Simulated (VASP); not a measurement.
# Ba7Ti8O23 (a cell with a defect) in VASP: further runs

Ba7Ti8O23 (a cell with a defect) is run at these levels: PBEsol; tasks: single point.

All numbers are computed with VASP 6.6.1; they aren't measurements. Logs are shortened: lines on timing, memory, paths and dates and some standing lists are left out, and cuts for length are marked.

## 1. The cell of the first run

The cell holds a defect, 38 atoms: a = 7.940 Å, b = 7.940 Å, c = 7.940 Å, α = 90.00°, β = 90.00°, γ = 90.00°.

## 2. Single point, PBEsol

Contents of INCAR:

```
PREC = Accurate
ENCUT = 520
EDIFF = 1E-6
ISMEAR = -1
SIGMA = 0.05
LREAL = Auto
LASPH = T
NELM = 120
ALGO = Normal
ISIF = 2
LWAVE = F
LCHARG = T
GGA = PS
LELF = T
LVHAR = T
NBANDS = 177
ISYM = 0
GGA_COMPAT = F
```

Contents of KPOINTS:

```
Automatic mesh
0
Gamma
  1 1 1
  0.25 0.25 0.25
```

Contents of POSCAR:

```
Ba7Ti8O23
1.0
    7.9404200000      0.0000000000      0.0000000000
    0.0000000000      7.9404200000      0.0000000000
    0.0000000000      0.0000000000      7.9404200000
Ba Ti O
7 8 23
Direct
    0.0004040000      0.9988200000      0.0014440000
    0.0040710000      0.9968180000      0.5017120000
    0.0015530000      0.4998860000      0.0059500000
    0.0080310000      0.4971740000      0.4984580000
    0.5013570000      0.0011810000      0.9993960000
    0.4971130000      0.0007350000      0.5043400000
    0.5019230000      0.4979100000      0.9982690000
    0.2471300000      0.2522390000      0.2489250000
    0.2504000000      0.2544680000      0.7513930000
    0.2497340000      0.7479840000      0.2496120000
    0.2486980000      0.7483360000      0.7524790000
    0.7530560000      0.2463380000      0.2511040000
    0.7509190000      0.2466050000      0.7490150000
    0.7508890000      0.7549210000      0.2493540000
    0.7515640000      0.7477410000      0.7516280000
    0.2471960000      0.2500850000      0.9995580000
    0.2507550000      0.7511720000      0.9986190000
    0.2546740000      0.7466510000      0.4983050000
    0.7466510000      0.2442930000      0.0035040000
    0.7469800000      0.2486170000      0.5025000000
    0.7486590000      0.7481280000      0.0012500000
    0.7506930000      0.7496920000      0.4958580000
    0.0033420000      0.2499990000      0.2526250000
    0.9986590000      0.2528900000      0.7520700000
    0.0007510000      0.7482970000      0.2535260000
    0.9988230000      0.7482560000      0.7494790000
    0.5022350000      0.2546440000      0.2507120000
    0.4989310000      0.2504220000      0.7520120000
    0.4971970000      0.7516840000      0.2494090000
    0.4974430000      0.7460150000      0.7498310000
    0.2539690000      0.0029960000      0.2507720000
    0.2517000000      0.9995920000      0.7447210000
    0.2533160000      0.5011580000      0.2475470000
    0.2500300000      0.4984410000      0.7522560000
    0.7535440000      0.9974430000      0.2520160000
    0.7525220000      0.0015440000      0.7474000000
    0.7514330000      0.4992890000      0.2516300000
    0.7525050000      0.4969120000      0.7519230000
```

Potentials or basis: VASP PAW PBE potentials, release 64 (Ba_sv, Ti_sv, O).

Run with:

```console
cat potpaw_PBE.64/Ba_sv/POTCAR potpaw_PBE.64/Ti_sv/POTCAR potpaw_PBE.64/O/POTCAR > POTCAR
mpirun -np 1 vasp_std > vasp.out
```

OUTCAR:

```text
PREC = Accurate
   ENCUT = 520
   EDIFF = 1E-6
   ISMEAR = -1
   LREAL = Auto
   LASPH = T
   NELM = 120
   ISIF = 2
   GGA = PS
   ISYM = 0

 ion  position               nearest neighbor table
   1  0.000  0.999  0.001-  35 2.79  17 2.80  16 2.80  19 2.80  36 2.82  23 2.82  21 2.82  26 2.82
                            25 2.82  31 2.82  24 2.83  32 2.85  14 3.40  12 3.41   8 3.43  11 3.43
   2  0.004  0.997  0.502-  32 2.76  26 2.79  25 2.79  36 2.79  35 2.81  22 2.81  18 2.81  31 2.81
                            23 2.82  24 2.84  20 2.86  11 3.41  10 3.42  14 3.43  13 3.44  12 3.44
   3  0.002  0.500  0.006-  33 2.77  16 2.78  37 2.78  25 2.78  23 2.79  17 2.81  24 2.81  21 2.81
                            34 2.82  38 2.82  26 2.83  19 2.87   8 3.38  10 3.39  12 3.43   9 3.43
   4  0.008  0.497  0.498-  23 2.77  34 2.78  18 2.79  25 2.79  33 2.79  24 2.80  26 2.82  37 2.83
                            38 2.86  20 2.86  22 2.86   8 3.36   9 3.38  10 3.40  11 3.42  12 3.45
   5  0.501  0.001  0.999-  19 2.74  28 2.79  31 2.80  29 2.80  21 2.81  17 2.81  16 2.82  36 2.83
                            32 2.83  27 2.83  30 2.83  35 2.83  13 3.42  14 3.42  12 3.43  15 3.44
   6  0.497  0.001  0.504-  32 2.73  18 2.79  31 2.79  28 2.79  20 2.79  36 2.80  30 2.81  29 2.83
                            22 2.83  27 2.85  35 2.86  13 3.41   9 3.43  11 3.43  14 3.46  15 3.46
   7  0.502  0.498  0.998-  28 2.77  27 2.78  30 2.79  38 2.79  21 2.79  33 2.80  34 2.80  19 2.80
                            16 2.82  37 2.82  17 2.83  29 2.84   9 3.40  15 3.42  11 3.44  13 3.44
   8  0.247  0.252  0.249-  23 1.94  33 1.98  31 1.98  16 1.98  27 2.03   4 3.36   3 3.38   1 3.43
                             7 3.44   2 3.44   5 3.46   6 3.47
   9  0.250  0.254  0.751-  34 1.94  16 1.97  28 1.97  24 2.00  32 2.02   4 3.38   7 3.40   6 3.43
                             3 3.43   5 3.45   2 3.46   1 3.46
  10  0.250  0.748  0.250-  33 1.96  29 1.97  18 1.98  25 1.98  17 1.99  31 2.03   3 3.39   4 3.40
                             2 3.42   1 3.43   7 3.45   6 3.46   5 3.46
  11  0.249  0.748  0.752-  17 1.95  30 1.98  26 1.98  34 1.98  32 2.00  18 2.02   2 3.41   4 3.42
                             1 3.43   6 3.43   3 3.43   7 3.44   5 3.45
  12  0.753  0.246  0.251-  19 1.97  35 1.98  23 1.99  27 1.99  20 2.00  37 2.01   1 3.41   3 3.43
                             5 3.43   2 3.44   4 3.45   6 3.46   7 3.46
  13  0.751  0.247  0.749-  36 1.95  20 1.96  24 1.97  38 1.99  28 2.00  19 2.02   6 3.41   5 3.42
                             7 3.44   1 3.44   2 3.44   4 3.48   3 3.49
  14  0.751  0.755  0.249-  35 1.93  22 1.96  21 1.97  25 1.98  29 2.01  37 2.03   1 3.40   5 3.42
                             2 3.43   3 3.43   6 3.46   7 3.47   4 3.50
  15  0.752  0.748  0.752-  26 1.96  21 1.98  38 1.99  36 2.02  30 2.02  22 2.03   7 3.42   1 3.44
                             5 3.44   2 3.45   3 3.45   6 3.46   4 3.49
  16  0.247  0.250  1.000-   9 1.97   8 1.98   3 2.78   1 2.80   7 2.82   5 2.82
  17  0.251  0.751  0.999-  11 1.95  10 1.99   1 2.80   3 2.81   5 2.81   7 2.83
  18  0.255  0.747  0.498-  10 1.98  11 2.02   4 2.79   6 2.79   2 2.81
  19  0.747  0.244  0.004-  12 1.97  13 2.02   5 2.74   7 2.80   1 2.80   3 2.87
  20  0.747  0.249  0.502-  13 1.96  12 2.00   6 2.79   2 2.86   4 2.86
[... 4 lines left out ...]
  25  0.001  0.748  0.254-  10 1.98  14 1.98   3 2.78   4 2.79   2 2.79   1 2.82
  26  0.999  0.748  0.749-  15 1.96  11 1.98   2 2.79   4 2.82   1 2.82   3 2.83
  27  0.502  0.255  0.251-  12 1.99   8 2.03   7 2.78   5 2.83   6 2.85
  28  0.499  0.250  0.752-   9 1.97  13 2.00   7 2.77   5 2.79   6 2.79
  29  0.497  0.752  0.249-  10 1.97  14 2.01   5 2.80   6 2.83   7 2.84
  30  0.497  0.746  0.750-  11 1.98  15 2.02   7 2.79   6 2.81   5 2.83
  31  0.254  0.003  0.251-   8 1.98  10 2.03   6 2.79   5 2.80   2 2.81   1 2.82
  32  0.252  1.000  0.745-  11 2.00   9 2.02   6 2.73   2 2.76   5 2.83   1 2.85
  33  0.253  0.501  0.248-  10 1.96   8 1.98   3 2.77   4 2.79   7 2.80
  34  0.250  0.498  0.752-   9 1.94  11 1.98   4 2.78   7 2.80   3 2.82
  35  0.754  0.997  0.252-  14 1.93  12 1.98   1 2.79   2 2.81   5 2.83   6 2.86
  36  0.753  0.002  0.747-  13 1.95  15 2.02   2 2.79   6 2.80   1 2.82   5 2.83
  37  0.751  0.499  0.252-  12 2.01  14 2.03   3 2.78   7 2.82   4 2.83
  38  0.753  0.497  0.752-  13 1.99  15 1.99   7 2.79   3 2.82   4 2.86

IMPORTANT INFORMATION: All symmetrisations will be switched off!
NOSYMM: (Re-)initialisation of all symmetry stuff for point group C_1.

----------------------------------------------------------------------------------------

                                     Primitive cell

  volume of cell :     500.6456

  direct lattice vectors                    reciprocal lattice vectors
     7.940420000  0.000000000  0.000000000     0.125937923  0.000000000  0.000000000
     0.000000000  7.940420000  0.000000000     0.000000000  0.125937923  0.000000000
     0.000000000  0.000000000  7.940420000     0.000000000  0.000000000  0.125937923

  length of vectors
     7.940420000  7.940420000  7.940420000     0.125937923  0.125937923  0.125937923

  position of ions in fractional coordinates (direct lattice)
     0.000404000  0.998820000  0.001444000
     0.004071000  0.996818000  0.501712000
     0.001553000  0.499886000  0.005950000
     0.008031000  0.497174000  0.498458000
     0.501357000  0.001181000  0.999396000
[... 92 lines left out ...]

  Shift w.r.t. Gamma in fractional coordinates (k-lattice)
     0.250000000  0.250000000  0.250000000

 Subroutine IBZKPT returns following result:
 ===========================================

 Found      4 irreducible k-points:

 Following reciprocal coordinates:
            Coordinates               Weight
  0.250000  0.250000  0.250000      2.000000
 -0.250000  0.250000  0.250000      2.000000
 -0.250000 -0.250000  0.250000      2.000000
  0.250000 -0.250000  0.250000      2.000000
   k-points           NKPTS =      4   k-points in BZ     NKDIM =      4   number of bands    NBANDS=    177
   number of dos      NEDOS =    301   number of ions     NIONS =     38
   total plane-waves  NPLWV = 216000
   dimension x,y,z NGX =    60 NGY =   60 NGZ =   60
   dimension x,y,z NGXF=   120 NGYF=  120 NGZF=  120
   ions per type =               7   8  23
   NGX,Y,Z   is equivalent  to a cutoff of  12.56, 12.56, 12.56 a.u.
   NGXF,Y,Z  is equivalent  to a cutoff of  25.12, 25.12, 25.12 a.u.
 SYSTEM =  unknown system
   PREC   = accura    normal or accurate (medium, high low for compatibility)
   ISTART =      0    job   : 0-new  1-cont  2-samecut
   ICHARG =      2    charge: 1-file 2-atom 10-const
   ISPIN  =      1    spin polarized calculation?
   LNONCOLLINEAR =      F non collinear calculations
   LSORBIT =      F    spin-orbit coupling
   LASPH  =      T    aspherical Exc in radial PAW
   ENCUT  =  520.0 eV  38.22 Ry    6.18 a.u.  14.76 14.76 14.76*2*pi/ulx,y,z
   NELM   =    120;   NELMIN=  2; NELMDL= -5     # of ELM steps
   EDIFF  = 0.1E-05   stopping-criterion for ELM
   LREAL  =      T    real-space projection
   EDIFFG = 0.1E-04   stopping-criterion for IOM
   NSW    =      0    number of steps for IOM
   IBRION =     -1    ionic relax: 0-MD 1-quasi-New 2-CG
   NFREE  =      0    steps in history (QN), initial steepest desc. (CG)
   ISIF   =      2    stress and relaxation
   ISYM   =      0    0-nonsym 1-usesym 2-fastsym
   POTIM  = 0.5000    time-step for ionic-motion
   TEBEG  =    0.0;   TEEND  =   0.0 temperature during run
   PSTRESS=    0.0 pullay stress
   NELECT =     304.0000    total number of electrons
   NUPDOWN=      -1.0000    fix difference up-down
   EMIN   =  10.00;   EMAX   =-10.00  energy-range for DOS
   EFERMI =   0.00;   METHOD = LEGACY
   ISMEAR =    -1;   SIGMA  =   0.05  broadening in eV -4-tet -1-fermi 0-gaus
   EFERMI_NEDOS =   21; number of points for ismear=-14 and -15
   IALGO  =     38    algorithm
   IMIX   =      4    mixing-type and parameters
     AMIX     =   0.40;   BMIX     =  1.00
     AMIX_MAG =   1.60;   BMIX_MAG =  1.00
  volume/ion in A,a.u.               =      13.17        88.91
  Fermi-wavevector in a.u.,A,eV,Ry     =   1.386296  2.619719 26.147892  1.921816
  Thomas-Fermi vector in A             =   2.510625
   LORBIT       =      0    0 simple, 1 ext, 2 COOP (PROOUT), +10 PAW based schemes
   GGA     = PS    functional components
   LHFCALC =     F    Hartree Fock is set to
   AEXX    =    0.0000 exact exchange contribution
   IVDW    =     0    specifies the selected vdW correction
   LEPSILON=     F    determine dielectric tensor
   LRPA    =     F    only Hartree local field effects (RPA)
 non-spin polarized calculation
  energy-cutoff  :      520.00
  volume of cell :      500.65
 maximum number of plane-waves:     13475
   NGX = 29   NGY = 29   NGZ = 29

 number of electron     303.9999975 magnetization

 Free energy of the ion-electron system (eV)
  ---------------------------------------------------
  ext. energy  EPLUGINS =         0.00000000
  ---------------------------------------------------
  free energy    TOTEN  =      -316.78207435 eV

  energy without entropy =     -316.78185344  energy(sigma->0) =     -316.78196390

 E-fermi :   4.0751     XC(G=0): -11.1959

 val. band max:        3.6216955500   @ k =   0.2500  -0.2500   0.2500
 cond. band min:       4.5087507104   @ k =   0.2500   0.2500   0.2500
 fundamental gap:      0.8870551605
 Fermi energy:         4.0751099321

 k-point     1 :       0.2500    0.2500    0.2500
  band No.  band energies     occupation
      1     -53.5993      2.00000
      2     -53.5921      2.00000
      3     -52.8694      2.00000
      4     -52.8085      2.00000
      5     -52.7797      2.00000
      6     -52.7756      2.00000
[... 657 lines left out ...]
    163       6.5849      0.00000
    164       6.6241      0.00000
 [bands above 164 left out]

------------------------ aborting loop because EDIFF is reached ----------------------------------------

  FORCE on cell =-STRESS in cart. coord.  units (eV):
  Direction    XX          YY          ZZ          XY          YZ          ZX
  --------------------------------------------------------------------------------------
  -------------------------------------------------------------------------------------
  Total       -4.4466295     -3.7469486     -2.0037464     -0.8768067     -0.0876272      0.0670848
  in kB      -14.2302031    -11.9910689     -6.4124340     -2.8059764     -0.2804267      0.2146864
  external PRESSURE =     -10.8779020 kB  Pullay stress =       0.0000000 kB

 VOLUME and BASIS-vectors are now :
 -----------------------------------------------------------------------------
  energy-cutoff  :      520.00
  volume of cell :      500.65
      direct lattice vectors                 reciprocal lattice vectors
     7.940420000  0.000000000  0.000000000     0.125937923  0.000000000  0.000000000
     0.000000000  7.940420000  0.000000000     0.000000000  0.125937923  0.000000000
     0.000000000  0.000000000  7.940420000     0.000000000  0.000000000  0.125937923

 POSITION                                       TOTAL-FORCE (eV/Angst)
 -----------------------------------------------------------------------------------
      0.00321      7.93105      0.01147        -0.198822     -0.239961     -0.162512
      0.03233      7.91515      3.98380        -1.083413     -0.900162      0.006056
      0.01233      3.96930      0.04725        -0.678440      0.283311     -0.313614
      0.06377      3.94777      3.95797        -1.546559      1.143437      0.127054
      3.98099      0.00938      7.93562         0.097886     -0.386809      0.119592
      3.94729      0.00584      4.00467         1.057767     -1.075826     -0.305955
[... 30 lines left out ...]
      5.96669      3.96456      1.99805         0.700790     -0.510416     -0.515132
      5.97521      3.94569      5.97058         0.449446      0.172806      0.392167
 -----------------------------------------------------------------------------------
    total drift:                                0.013465     -0.006232      0.010859

  FREE ENERGIE OF THE ION-ELECTRON SYSTEM (eV)
  ---------------------------------------------------
  free  energy   TOTEN  =      -316.7820743544 eV

  energy  without entropy=     -316.7818534415  energy(sigma->0) =     -316.78196390
```

It took 18 min on 1 thread of AMD EPYC 9R14 (Zen 4), shared host; peak memory 0.58 GiB.

What came out:

- Free energy: -316.7821 eV
- Pressure: -1.1 GPa
- Largest force: 4.527 eV/Å
- Band gap on the k mesh: 0.89 eV

Forces in eV/Å, atoms in the order of the input:
```
Ba  -0.199 -0.240 -0.163
Ba  -1.083 -0.900  0.006
Ba  -0.678  0.283 -0.314
Ba  -1.547  1.143  0.127
Ba   0.098 -0.387  0.120
Ba   1.058 -1.076 -0.306
Ba   0.471  0.399  0.279
Ti   2.027  0.637 -3.998
Ti   1.129  0.700  4.056
Ti   1.752 -0.562  1.295
Ti   1.608 -0.552 -1.122
Ti  -1.833  1.985  0.929
Ti  -0.870  1.443 -1.042
Ti  -1.327 -1.942  1.261
Ti  -1.280 -1.397 -1.096
O   -0.062 -0.131  0.035
O   -0.358  0.087 -0.067
O   -0.821  0.484  0.112
O    0.437 -0.065 -0.053
O    0.745 -0.544 -0.054
O    0.282  0.344 -0.387
O    0.613  0.626  0.573
O    1.205 -0.195  0.746
O    1.597 -0.348 -0.781
O    0.390  0.278 -0.293
O    0.315  0.155  0.077
O   -1.517 -0.717  0.406
O   -1.567 -0.388 -0.429
O   -0.088  0.541 -0.506
O    0.023  0.655  0.452
O   -0.435  1.327  0.697
O   -0.349  1.348 -0.464
O   -0.618 -1.555  0.403
O   -0.441 -1.418 -0.478
O    0.130  0.546 -0.130
O    0.044 -0.227  0.229
O    0.701 -0.510 -0.515
O    0.449  0.173  0.392
```

Stress tensor (GPa, compression positive):
```
-1.42 -0.28  0.02
-0.28 -1.20 -0.03
 0.02 -0.03 -0.64
```

Caveat: the PAW data sets were made with another functional, which shifts forces and pressure a little; spin-orbit coupling is left out, which moves the levels of the heavy elements.

## 3. Single point, PBEsol

Contents of INCAR:

```
SYSTEM = Ba7Ti8O23
ALGO     = Normal         ! electronic algorithm
EDIFF    = 1E-6           ! SCF threshold, eV
ENCUT    = 520            ! plane-wave cutoff, eV
GGA      = PS             ! functional
GGA_COMPAT= .False.      
ISIF     = 2              ! what is computed and relaxed
ISMEAR   = -1             ! smearing method
ISYM     = 0            
LASPH    = .True.         ! aspherical terms in the spheres
LCHARG   = .False.        ! write CHGCAR
LREAL    = Auto         
LWAVE    = .False.        ! write WAVECAR
NBANDS   = 177            ! bands
NELECT   = 305.0        
NELM     = 120            ! most SCF steps
PREC     = Accurate       ! precision mode
SIGMA    = 0.05           ! smearing width, eV
```

KPOINTS is that of step 2.

POSCAR is that of step 2.

Potentials or basis: VASP PAW PBE potentials, release 64 (Ba_sv, Ti_sv, O).

Run with:

```console
cat potpaw_PBE.64/Ba_sv/POTCAR potpaw_PBE.64/Ti_sv/POTCAR potpaw_PBE.64/O/POTCAR > POTCAR
mpirun -np 1 vasp_std > vasp.out
```

Wall time 19 min (1 thread of AMD EPYC 9R14 (Zen 4), shared host); peak memory 0.59 GiB.

Results (log left out):

* Free energy: -312.0440 eV
* Largest force: 2.902 eV/Å

Forces in eV/Å, atoms in the order of the input:
```
Ba  -0.020 -0.056 -0.162
Ba  -0.635 -0.457  0.011
Ba  -0.510  0.107 -0.311
Ba  -1.141  0.705  0.140
Ba  -0.067 -0.220  0.118
Ba   0.623 -0.672 -0.309
Ba   0.305  0.227  0.276
Ti   1.960  0.573 -2.062
Ti   1.134  0.692  2.098
Ti   1.711 -0.560  1.363
Ti   1.566 -0.508 -1.204
Ti  -1.811  1.963  1.005
Ti  -0.786  1.421 -1.102
Ti  -1.320 -1.947  1.473
Ti  -1.268 -1.389 -1.284
O   -0.165 -0.231  0.055
O   -0.356  0.074 -0.043
O   -0.820  0.461  0.100
O    0.431 -0.070 -0.077
O    0.716 -0.557 -0.050
O    0.278  0.343 -0.389
O    0.518  0.566  0.553
O    0.563 -0.176  0.397
O    0.926 -0.322 -0.432
O    0.267  0.285 -0.361
O    0.183  0.158  0.143
O   -0.952 -0.755  0.157
O   -1.018 -0.424 -0.182
O    0.068  0.526 -0.554
O    0.184  0.639  0.498
O   -0.403  0.715  0.375
O   -0.316  0.685 -0.135
O   -0.647 -0.985  0.153
O   -0.471 -0.839 -0.232
O    0.125  0.419 -0.187
O    0.041 -0.367  0.289
O    0.679 -0.355 -0.570
O    0.425  0.331  0.440
```

Levels at points of the mesh, in eV from the Fermi level:
```csv
k point,band 150,band 151,band 152,band 153,band 154,band 155
"(0.25, 0.25, 0.25)",-1.84,-1.71,-1.62,-0.03,0.39,0.43
```

Caveat: the k points lie up to 0.40 Å⁻¹ apart, too coarse for converged energies and pressures of a metal; the cell carries a net charge on a neutralising background, which shifts energy and pressure; the cell is charged against a uniform background, so pressure and absolute levels hang on convention; the PAW data sets were made with another functional, which shifts forces and pressure a little; spin-orbit coupling is left out, which moves the levels of the heavy elements; an odd number of electrons without spin polarisation forces a metal; a magnetic or distorted state may lie lower.
